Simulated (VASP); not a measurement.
# LaNiI (P-6m2) in VASP: further runs

Runs on LaNiI. Level: PBE. Tasks: single point.

All numbers are computed with VASP 6.6.1; they aren't measurements. Logs are shortened: lines on timing, memory, paths and dates and some standing lists are left out, and cuts for length are marked.

## Step 1: The cell of the first run

It takes space group P-6m2 (No. 187, hexagonal). Conventional cell: a = 4.510 Å, b = 4.510 Å, c = 4.890 Å, α = 90.00°, β = 90.00°, γ = 120.00°. La (site symmetry -6m2) has 3 I at 2.60 Å within 3.4 Å. Ni (site symmetry -6m2) has 6 I at 3.57 Å and 6 La at 3.57 Å and 6 Ni at 4.51 Å within 4.7 Å. Within 3.4 Å of I (site symmetry -6m2) lie 3 La at 2.60 Å.

The cell was built from a structure type or drawn by symmetry, and may not be a known phase.

## Step 2: Single point, PBE, collinear spin, ferromagnetic start

Contents of INCAR:

```
SYSTEM = LaNiI
PREC = Accurate
ENCUT = 520
EDIFF = 1E-7
ISMEAR = 0
SIGMA = 0.1
LREAL = .False.
LASPH = .True.
NELM = 150
ALGO = Normal
ISIF = 2
LWAVE = .False.
LCHARG = .False.
ISPIN = 2
MAGMOM = 0 2 0
LORBIT = 11
LMAXMIX = 6
GGA = PE
NBANDS = 25
```

Contents of KPOINTS:

```
Automatic mesh
0
Gamma
  6 6 4
  0 0 0
```

Contents of POSCAR:

```
LaNiI
1.0
    4.5097289500      0.0000000000      0.0000000000
   -2.2548644800      3.9055398400      0.0000000000
    0.0000000000      0.0000000000      4.8896561200
La Ni I
1 1 1
Direct
    0.0000000000      0.0000000000      0.5000000000
    0.3333333300      0.6666666700      0.0000000000
    0.6666666700      0.3333333300      0.5000000000
```

Potentials or basis: VASP PAW PBE potentials, release 64 (La, Ni, I).

The run is started by

```console
> cat potpaw_PBE.64/La/POTCAR potpaw_PBE.64/Ni/POTCAR potpaw_PBE.64/I/POTCAR > POTCAR
> mpirun -np 1 vasp_std > vasp.out
```

OUTCAR:

```text
SYSTEM = LaNiI
   PREC = Accurate
   ENCUT = 520
   EDIFF = 1E-7
   ISMEAR = 0
   LREAL = .False.
   LASPH = .True.
   NELM = 150
   ISIF = 2
   ISPIN = 2
   LORBIT = 11
   GGA = PE

 ion  position               nearest neighbor table
   1  0.000  0.000  0.500-   3 2.60   3 2.60   3 2.60
   2  0.333  0.667  0.000-
   3  0.667  0.333  0.500-   1 2.60   1 2.60   1 2.60

  LATTYP: Found a hexagonal cell.
 ALAT       =     4.5097289500
 C/A-ratio  =     1.0842461208

  Lattice vectors:

 A1 = (   4.5097289500,   0.0000000000,   0.0000000000)
 A2 = (  -2.2548644800,   3.9055398400,   0.0000000000)
 A3 = (   0.0000000000,   0.0000000000,   4.8896561200)

Analysis of symmetry for initial positions (statically):
=====================================================================
 Subroutine PRICEL returns:
 Original cell was already a primitive cell.

 Routine SETGRP: Setting up the symmetry group for a
 hexagonal supercell.

 Subroutine GETGRP returns: Found 12 space group operations
 (whereof 12 operations were pure point group operations)
 out of a pool of 24 trial point group operations.

The static configuration has the point symmetry D_3h.

Analysis of symmetry for dynamics (positions and initial velocities):
=====================================================================
 Subroutine PRICEL returns:
 Original cell was already a primitive cell.

 Routine SETGRP: Setting up the symmetry group for a
 hexagonal supercell.

 Subroutine GETGRP returns: Found 12 space group operations
 (whereof 12 operations were pure point group operations)
 out of a pool of 24 trial point group operations.

The dynamic configuration has the point symmetry D_3h.

Analysis of structural, dynamic, and magnetic symmetry:
=====================================================================
 Subroutine PRICEL returns:
 Original cell was already a primitive cell.

 Routine SETGRP: Setting up the symmetry group for a
 hexagonal supercell.

 Subroutine GETGRP returns: Found 12 space group operations
 (whereof 12 operations were pure point group operations)
[... 120 lines left out ...]
     AMIX_MAG =   1.60;   BMIX_MAG =  1.00
  volume/ion in A,a.u.               =      28.71       193.72
  Fermi-wavevector in a.u.,A,eV,Ry     =   1.125704  2.127272 17.241434  1.267210
  Thomas-Fermi vector in A             =   2.262382
   LORBIT       =     11    0 simple, 1 ext, 2 COOP (PROOUT), +10 PAW based schemes
   GGA     = PE    functional components
   LHFCALC =     F    Hartree Fock is set to
   AEXX    =    0.0000 exact exchange contribution
   IVDW    =     0    specifies the selected vdW correction
   LEPSILON=     F    determine dielectric tensor
   LRPA    =     F    only Hartree local field effects (RPA)
 spin polarized calculation
 Gauss-broadening in eV      SIGMA  =   0.10
  energy-cutoff  :      520.00
  volume of cell :       86.12
 maximum number of plane-waves:      2340
 NGX is ok and might be reduce to    36
   NGX = 17   NGY = 17   NGZ = 19

 number of electron      28.0000010 magnetization      -0.0322055

 number of electron      28.0000010 magnetization       0.1033653

 Free energy of the ion-electron system (eV)
  ---------------------------------------------------
  ext. energy  EPLUGINS =         0.00000000
  ---------------------------------------------------
  free energy    TOTEN  =        -8.19373965 eV

  energy without entropy =       -8.17609018  energy(sigma->0) =       -8.18491491

 E-fermi :   6.8563     XC(G=0):  -9.4987

 val. band max:        6.8485865330   @ k =   0.3333   0.3333   0.2500
 cond. band min:       6.9210600275   @ k =   0.5000   0.0000   0.0000
 fundamental gap:      0.0724734945
 Fermi energy:         6.8562814725

 spin component 1

 k-point     1 :       0.0000    0.0000    0.0000
  band No.  band energies     occupation
      1     -25.7839      1.00000
      2     -10.1415      1.00000
      3     -10.1415      1.00000
      4      -9.4076      1.00000
      5      -7.9890      1.00000
      6       1.3889      1.00000
[... 577 lines left out ...]
     24      10.4917      0.00000
     25      10.7199      0.00000
 Fermi energy:         6.8562814725

 spin component 2

 k-point     1 :       0.0000    0.0000    0.0000
  band No.  band energies     occupation
      1     -25.7997      1.00000
      2     -10.1662      1.00000
      3     -10.1662      1.00000
      4      -9.4384      1.00000
      5      -7.9935      1.00000
      6       1.3736      1.00000
[... 577 lines left out ...]
     24      10.4678      0.00000
     25      10.6747      0.00000

------------------------ aborting loop because EDIFF is reached ----------------------------------------

  FORCE on cell =-STRESS in cart. coord.  units (eV):
  Direction    XX          YY          ZZ          XY          YZ          ZX
  --------------------------------------------------------------------------------------
  -------------------------------------------------------------------------------------
  Total       20.4772433     20.4772433     -5.2491862     -0.0000000      0.0000000      0.0000000
  in kB      380.9537407    380.9537417    -97.6546054     -0.0000005      0.0000000      0.0000000
  external PRESSURE =     221.4176257 kB  Pullay stress =       0.0000000 kB

 VOLUME and BASIS-vectors are now :
 -----------------------------------------------------------------------------
  energy-cutoff  :      520.00
  volume of cell :       86.12
      direct lattice vectors                 reciprocal lattice vectors
     4.509728950  0.000000000  0.000000000     0.221742817  0.128023275  0.000000000
    -2.254864480  3.905539840  0.000000000     0.000000000  0.256046550  0.000000000
     0.000000000  0.000000000  4.889656120     0.000000000  0.000000000  0.204513360

 POSITION                                       TOTAL-FORCE (eV/Angst)
 -----------------------------------------------------------------------------------
      0.00000      0.00000      2.44483        -0.000000     -0.000000      0.000000
     -0.00000      2.60369      0.00000         0.000000      0.000000      0.000000
      2.25486      1.30185      2.44483        -0.000000     -0.000000      0.000000
 -----------------------------------------------------------------------------------
    total drift:                               -0.000005      0.000003      0.000000

  FREE ENERGIE OF THE ION-ELECTRON SYSTEM (eV)
  ---------------------------------------------------
  free  energy   TOTEN  =        -8.1937396471 eV

  energy  without entropy=       -8.1760901826  energy(sigma->0) =       -8.18491491

 total charge

# of ion       s       p       d       f       tot
--------------------------------------------------
    1        2.037   5.639   1.108   0.274   9.057
    2        0.444   0.059   8.430   0.000   8.933
    3        1.543   2.953   0.120   0.000   4.615
--------------------------------------------------
tot          4.023   8.650   9.658   0.274  22.606

 magnetization (x)

# of ion       s       p       d       f       tot
--------------------------------------------------
    1       -0.001  -0.001  -0.028  -0.007  -0.036
    2        0.004  -0.004   0.209   0.000   0.210
    3        0.000   0.002  -0.004   0.000  -0.002
--------------------------------------------------
tot          0.003  -0.003   0.177  -0.007   0.171
```

Run time: 11 min. Hardware: 1 thread of Intel Xeon 8259CL, shared host; peak memory 0.31 GiB.

What came out:

```
Free energy                                           : -8.1937 eV
Pressure                                              : 22.1 GPa
Net moment                                            : 0.10 μB per cell
Site moments                                          : La -0.04; Ni +0.21; I -0.00 μB
Valence electrons inside the program's atomic spheres : La 9.06; Ni 8.93; I 4.62
```

Levels at points of the mesh, in eV from the Fermi level:
Spin up:
| k point | band 11 | band 12 | band 13 | band 14 | band 15 | band 16 | band 17 | band 18 |
| --- | --- | --- | --- | --- | --- | --- | --- | --- |
| (0.00, 0.00, 0.00) | -0.54 | -0.54 | -0.45 | -0.45 | 1.69 | 1.88 | 1.88 | 2.49 |
| (0.50, 0.00, 0.00) | -0.73 | -0.32 | -0.29 | -0.27 | 0.06 | 1.37 | 1.55 | 1.87 |
| (0.00, 0.00, 0.50) | -0.59 | -0.31 | -0.31 | 0.54 | 0.57 | 1.80 | 1.80 | 2.27 |
| (0.50, 0.00, 0.50) | -0.51 | -0.50 | -0.34 | -0.32 | 0.18 | 0.49 | 1.86 | 2.36 |
Spin down:
| k point | band 12 | band 13 | band 14 | band 15 | band 16 | band 17 |
| --- | --- | --- | --- | --- | --- | --- |
| (0.00, 0.00, 0.00) | -0.41 | -0.24 | -0.24 | 1.72 | 1.85 | 1.85 |
| (0.50, 0.00, 0.00) | -0.18 | -0.07 | -0.07 | 0.09 | 1.35 | 1.52 |
| (0.00, 0.00, 0.50) | -0.17 | -0.17 | 0.52 | 0.55 | 1.81 | 1.81 |
| (0.50, 0.00, 0.50) | -0.30 | -0.13 | -0.08 | 0.14 | 0.46 | 1.85 |

Caveat: the cell stands under pressure; spin-orbit coupling is left out, which moves the levels of the heavy elements.

## Step 3: Single point, PBE, collinear spin, ferromagnetic start

This run uses another cell than the first one, of 29.61 Å³/atom.

Contents of INCAR:

```
SYSTEM = LaNiI
  PREC = Accurate
  ENCUT = 520
  EDIFF = 1E-6
  ISMEAR = 0
  SIGMA = 0.1
  LREAL = .False.
  LASPH = .True.
  NELM = 150
  ALGO = Normal
  ISIF = 2
  LWAVE = .False.
  LCHARG = .False.
  ISPIN = 2
  MAGMOM = 0 2 0
  LORBIT = 11
  LMAXMIX = 6
  GGA = PE
  NBANDS = 25
```

Contents of KPOINTS:

```
regular mesh
0
Gamma
  6 6 4
  0 0 0
```

Contents of POSCAR:

```
LaNiI
1.0
    5.2776833826      0.0000000034      0.0000000000
   -2.6388416943      4.5706078808      0.0000000000
    0.0000000000      0.0000000000      3.6820085622
La Ni I
1 1 1
Direct
    0.0000000000      0.0000000000      0.5000000000
    0.3333333333      0.6666666667      0.0000000000
    0.6666666667      0.3333333333      0.5000000000
```

Potentials or basis: VASP PAW PBE potentials, release 64 (La, Ni, I).

The run is started by

```console
> cat potpaw_PBE.64/La/POTCAR potpaw_PBE.64/Ni/POTCAR potpaw_PBE.64/I/POTCAR > POTCAR
> mpirun -np 1 vasp_std > vasp.out
```

Run time: 6.8 min. Hardware: 1 thread of Intel Xeon 8259CL, shared host; peak memory 0.3 GiB.

It converged, with:

- Free energy: -11.7318 eV
- Pressure: 0.0 GPa
- Band gap on the k mesh: zero (filled and empty bands overlap)
- Net moment: 0.00 μB per cell
- Valence electrons inside the program's atomic spheres: La 8.55; Ni 8.91; I 4.37

Stress tensor (GPa, compression positive):
```
-0.22  0.00  0.00
 0.00 -0.22  0.00
 0.00  0.00  0.29
```

Levels at points of the mesh, in eV from the Fermi level:
Spin up:
| k point | band 11 | band 12 | band 13 | band 14 | band 15 | band 16 | band 17 | band 18 |
| --- | --- | --- | --- | --- | --- | --- | --- | --- |
| (0.00, 0.00, 0.00) | -0.55 | -0.55 | -0.43 | -0.43 | 0.57 | 1.68 | 1.68 | 1.91 |
| (0.50, 0.00, 0.00) | -0.59 | -0.52 | -0.45 | -0.26 | -0.11 | 1.13 | 1.60 | 1.67 |
| (0.00, 0.00, 0.50) | -0.43 | -0.43 | -0.25 | 0.69 | 0.92 | 0.92 | 1.34 | 1.50 |
| (0.50, 0.00, 0.50) | -0.61 | -0.58 | -0.51 | -0.17 | 0.01 | 0.71 | 1.66 | 1.81 |
Spin down:
```tsv
k point	band 10	band 11	band 12	band 13	band 14	band 15	band 16	band 17	band 18	band 19
(0.00, 0.00, 0.00)	-1.10	-0.54	-0.54	-0.43	-0.43	0.57	1.68	1.68	1.91	1.94
(0.50, 0.00, 0.00)	-0.97	-0.59	-0.52	-0.45	-0.25	-0.11	1.13	1.60	1.67	1.89
(0.00, 0.00, 0.50)	-1.05	-0.43	-0.43	-0.25	0.69	0.92	0.92	1.34	1.50	1.50
(0.50, 0.00, 0.50)	-0.74	-0.61	-0.58	-0.51	-0.17	0.01	0.71	1.66	1.81	1.84
```

Caveat: the k points lie up to 0.43 Å⁻¹ apart, too coarse for converged energies and pressures of a metal; spin-orbit coupling is left out, which moves the levels of the heavy elements.

## Step 4: Single point, PBE, collinear spin, ferromagnetic start

This run uses another cell than the first one, of 29.52 Å³/atom.

Contents of INCAR:

```
PREC = Accurate ; ENCUT = 520
EDIFF = 1E-6 ; ISMEAR = 0
SIGMA = 0.1 ; LREAL = F
LASPH = T ; NELM = 150
ALGO = Normal ; ISIF = 2
LWAVE = F ; LCHARG = F
ISPIN = 2 ; MAGMOM = 0 0.45 0
LORBIT = 11 ; LMAXMIX = 6
GGA = PE ; NBANDS = 25
```

Contents of KPOINTS:

```
Automatic mesh
0
Gamma
  6 6 6
```

Contents of POSCAR:

```
LaNiI
1.0
    5.2512611720      0.0000000000      0.0000000000
   -2.6256305860      4.5477255769      0.0000000000
    0.0000000000      0.0000000000      3.7079628155
La Ni I
1 1 1
Direct
    0.0000000000      0.0000000000      0.5000000000
    0.3333333333      0.6666666667      0.0000000000
    0.6666666667      0.3333333333      0.5000000000
```

The run is started by

```console
> cat potpaw_PBE.64/La/POTCAR potpaw_PBE.64/Ni/POTCAR potpaw_PBE.64/I/POTCAR > POTCAR
> mpirun -np 1 vasp_std > vasp.out
```

Wall time 6.5 min (1 thread of Intel Xeon 8259CL, shared host); peak memory 0.32 GiB.

It converged, with:

```
Free energy                                           : -11.7345 eV
Pressure                                              : 0.2 GPa
Net moment                                            : 0.15 μB per cell
Site moments                                          : La -0.06; Ni +0.31; I +0.00 μB
Valence electrons inside the program's atomic spheres : La 8.55; Ni 8.91; I 4.37
```

Stress tensor (GPa, compression positive):
```
0.24 0.00 0.00
0.00 0.24 0.00
0.00 0.00 0.06
```

Levels at points of the mesh, in eV from the Fermi level:
Spin up:
| k point | band 11 | band 12 | band 13 | band 14 | band 15 | band 16 | band 17 | band 18 |
| --- | --- | --- | --- | --- | --- | --- | --- | --- |
| (0.00, 0.00, 0.00) | -0.78 | -0.78 | -0.63 | -0.63 | 0.51 | 1.67 | 1.67 | 1.88 |
| (0.50, 0.00, 0.00) | -0.88 | -0.75 | -0.65 | -0.45 | -0.23 | 1.10 | 1.57 | 1.66 |
| (0.00, 0.00, 0.50) | -0.62 | -0.60 | -0.60 | 0.67 | 0.87 | 0.87 | 1.26 | 1.46 |
| (0.50, 0.00, 0.50) | -0.78 | -0.75 | -0.75 | -0.34 | -0.24 | 0.66 | 1.64 | 1.78 |
Spin down:
```csv
k point,band 10,band 11,band 12,band 13,band 14,band 15,band 16,band 17,band 18,band 19
"(0.00, 0.00, 0.00)",-1.05,-0.52,-0.52,-0.45,-0.45,0.62,1.65,1.65,1.88,1.90
"(0.50, 0.00, 0.00)",-1.07,-0.49,-0.48,-0.46,-0.28,-0.11,1.07,1.57,1.63,1.86
"(0.00, 0.00, 0.50)",-1.07,-0.44,-0.44,-0.08,0.62,0.90,0.90,1.30,1.45,1.45
"(0.50, 0.00, 0.50)",-0.76,-0.63,-0.59,-0.49,-0.21,0.15,0.62,1.63,1.78,1.80
```

Caveat: spin-orbit coupling is left out, which moves the levels of the heavy elements.
